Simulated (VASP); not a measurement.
# Al (P6_3/mmc) in VASP: notebook, part 2 of 2

VASP 6.6.1. Earlier steps stand in the parts before.

### Step 6. Single point, PBE+D3(BJ) (17.12 Å³/atom)

This run uses another cell than the first one, of 17.12 Å³/atom.

Input file INCAR:

```
PREC = Accurate
ENCUT = 520
EDIFF = 1E-6
ISMEAR = 0
SIGMA = 0.15
LREAL = F
LASPH = T
NELM = 100
ALGO = Normal
ISIF = 2
LWAVE = F
LCHARG = F
GGA = PE
IVDW = 12
NBANDS = 14
```

Input file KPOINTS:

```
Automatic mesh
0
Gamma
  18 18 6
```

Input file POSCAR:

```
Al
1.0
    2.8117406657      0.0000000000      0.0000000000
   -1.4058703328      2.4350388453      0.0000000000
    0.0000000000      0.0000000000     10.0024862440
Al
4
Direct
    0.0000000000      0.0000000000      0.0000000000
    0.3333333333      0.6666666667      0.2500000000
    0.0000000000      0.0000000000      0.5000000000
    0.6666666667      0.3333333333      0.7500000000
```

Potentials or basis: VASP PAW PBE potentials, release 64 (Al).

Started as:

```
cat potpaw_PBE.64/Al/POTCAR > POTCAR
mpirun -np 1 vasp_std > vasp.out
```

OUTCAR:

```text
PREC = Accurate
   ENCUT = 520
   EDIFF = 1E-6
   ISMEAR = 0
   LREAL = F
   LASPH = T
   NELM = 100
   ISIF = 2
   GGA = PE
   IVDW = 12
 IVDW          = 12

 ion  position               nearest neighbor table
   1  0.000  0.000  0.000-   2 2.98   4 2.98   2 2.98   4 2.98   4 2.98   2 2.98
   2  0.333  0.667  0.250-   1 2.98   3 2.98   1 2.98   3 2.98   1 2.98   3 2.98
   3  0.000  0.000  0.500-   2 2.98   4 2.98   2 2.98   4 2.98   4 2.98   2 2.98
   4  0.667  0.333  0.750-   1 2.98   3 2.98   1 2.98   3 2.98   1 2.98   3 2.98

  LATTYP: Found a hexagonal cell.
 ALAT       =     2.8117406657
 C/A-ratio  =     3.5573999999

  Lattice vectors:

 A1 = (   2.8117406657,   0.0000000000,   0.0000000000)
 A2 = (  -1.4058703328,   2.4350388453,   0.0000000000)
 A3 = (   0.0000000000,   0.0000000000,  10.0024862440)

Analysis of symmetry for initial positions (statically):
=====================================================================
 Subroutine PRICEL returns:
 Original cell was already a primitive cell.

 Routine SETGRP: Setting up the symmetry group for a
 hexagonal supercell.
[... 191 lines left out ...]
      9      18.8807      0.00000
     10      19.3137      0.00000
     11      19.3137      0.00000
     12      19.4117      0.00000
     13      19.4117      0.00000
     14      20.2571      0.00000
[... 377 lines left out ...]
      1       1.7989      2.00000
      2       3.1989      2.00000
      3       3.1998      2.00000
      4       4.4170      2.00000
      5       5.8558      2.00000
      6       5.8711      2.00000
      7       7.3884      1.94469
      8       7.6718      0.44976
      9       9.7019      0.00000
     10      10.2655      0.00000
     11      11.2487      0.00000
     12      12.2771      0.00000
     13      12.5314      0.00000
     14      14.3682      0.00000

 [... further k-points ...]

------------------------ aborting loop because EDIFF is reached ----------------------------------------

 Edisp (eV)   -1.29549

 E8    (eV) :    -0.5792

  FORCE on cell =-STRESS in cart. coord.  units (eV):
  Direction    XX          YY          ZZ          XY          YZ          ZX
  --------------------------------------------------------------------------------------
  -------------------------------------------------------------------------------------
  Total      -1.46544    -1.46544    -3.31260    -0.00000     0.00000     0.00000
  in kB     -34.28380   -34.28380   -77.49809    -0.00000     0.00000     0.00000
  external pressure =      -48.69 kB  Pullay stress =        0.00 kB

 VOLUME and BASIS-vectors are now :
 -----------------------------------------------------------------------------
  energy-cutoff  :      520.00
  volume of cell :       68.48
      direct lattice vectors                 reciprocal lattice vectors
     2.811740666  0.000000000  0.000000000     0.355651576  0.205335533  0.000000000
    -1.405870333  2.435038845  0.000000000     0.000000000  0.410671067  0.000000000
     0.000000000  0.000000000 10.002486244     0.000000000  0.000000000  0.099975144

 POSITION                                       TOTAL-FORCE (eV/Angst)
 -----------------------------------------------------------------------------------
      0.00000      0.00000      0.00000        -0.000000      0.000000      0.000000
     -0.00000      1.62336      2.50062        -0.000000      0.000000      0.000000
      0.00000      0.00000      5.00124         0.000000      0.000000      0.000000
      1.40587      0.81168      7.50186         0.000000      0.000000     -0.000000
 -----------------------------------------------------------------------------------
    total drift:                               -0.000000      0.000000      0.000000

  FREE ENERGIE OF THE ION-ELECTRON SYSTEM (eV)
  ---------------------------------------------------
  free  energy   TOTEN  =       -16.1697644322 eV

  energy  without entropy=      -16.1512183643  energy(sigma->0) =      -16.16049140
```

OSZICAR:

```text
N       E                     dE             d eps       ncg     rms          rms(c)
DAV:   1     0.572824832617E+01    0.57282E+01   -0.40656E+03  4144   0.652E+02
DAV:   2    -0.142948079462E+02   -0.20023E+02   -0.18441E+02  5314   0.876E+01
DAV:   3    -0.149603135584E+02   -0.66551E+00   -0.65752E+00  5606   0.129E+01
DAV:   4    -0.149651431338E+02   -0.48296E-02   -0.48287E-02  4992   0.137E+00
DAV:   5    -0.149652007269E+02   -0.57593E-04   -0.57592E-04  5522   0.154E-01    0.251E+00
DAV:   6    -0.149122442203E+02    0.52957E-01   -0.66172E-03  4980   0.462E-01    0.146E+00
DAV:   7    -0.148747004940E+02    0.37544E-01   -0.16727E-02  4858   0.692E-01    0.213E-01
DAV:   8    -0.148742952638E+02    0.40523E-03   -0.29939E-04  5734   0.934E-02    0.241E-02
DAV:   9    -0.148742787798E+02    0.16484E-04   -0.17793E-05  5192   0.206E-02    0.546E-03
DAV:  10    -0.148742783641E+02    0.41575E-06   -0.56983E-07  3734   0.509E-03
   1 F= -.16169764E+02 E0= -.16160491E+02  d E =-.185461E-01
```

stdout:

```text
POSCAR found type information on POSCAR Al
 POSCAR found :  1 types and       4 ions
 scaLAPACK will be used
 LDA part: xc-table for (Slater+PW92), standard interpolation
 POSCAR, INCAR and KPOINTS ok, starting setup
 FFT: planning ... GRIDC
 FFT: planning ... GRID_SOFT
 FFT: planning ... GRID
 WAVECAR not read
 entering main loop
```

Run time: 2.1 min. Hardware: 1 thread of Intel Xeon 8259CL, shared host; peak memory 0.27 GiB.

Results:

* Free energy: -16.1698 eV
* Pressure: -4.9 GPa
* Band gap on the k mesh: zero (bands 6 and 7 overlap by 4.22 eV)
* Dispersion energy per atom: -0.324 eV

Caveat: the cell stands under tension.

### Step 7. Overview

| cell | gap on the mesh (eV) | pressure (GPa) |
| --- | --- | --- |
| a = 2.860, b = 2.860, c = 8.950 Å, angles 90.0, 90.0, 120.0°, 4 atoms | none | 0.2 |
| a = 2.830, b = 2.830, c = 9.144 Å, angles 90.0, 90.0, 120.0°, 4 atoms | none | -0.1 |
| a = 2.741, b = 2.741, c = 9.749 Å, angles 90.0, 90.0, 120.0°, 4 atoms | none | 0.9 |
| a = 2.800, b = 2.800, c = 9.341 Å, angles 90.0, 90.0, 120.0°, 4 atoms | none | 0.0 |
| a = 2.812, b = 2.812, c = 10.002 Å, angles 90.0, 90.0, 120.0°, 4 atoms | none | -4.9 |

Alike in all rows: task single point; level PBE+D3(BJ); potentials or basis VASP PAW PBE potentials, release 64 (Al); no spin polarisation; k mesh 18 × 18 × 6; cutoff (eV) 520; smearing gaussian 0.15 eV.

Caveats: the stress differs along the axes, from -4 to 3 GPa (at least some runs); the cell stands under tension (at least some runs).

Absolute energies hang on the potentials; compare differences alone.
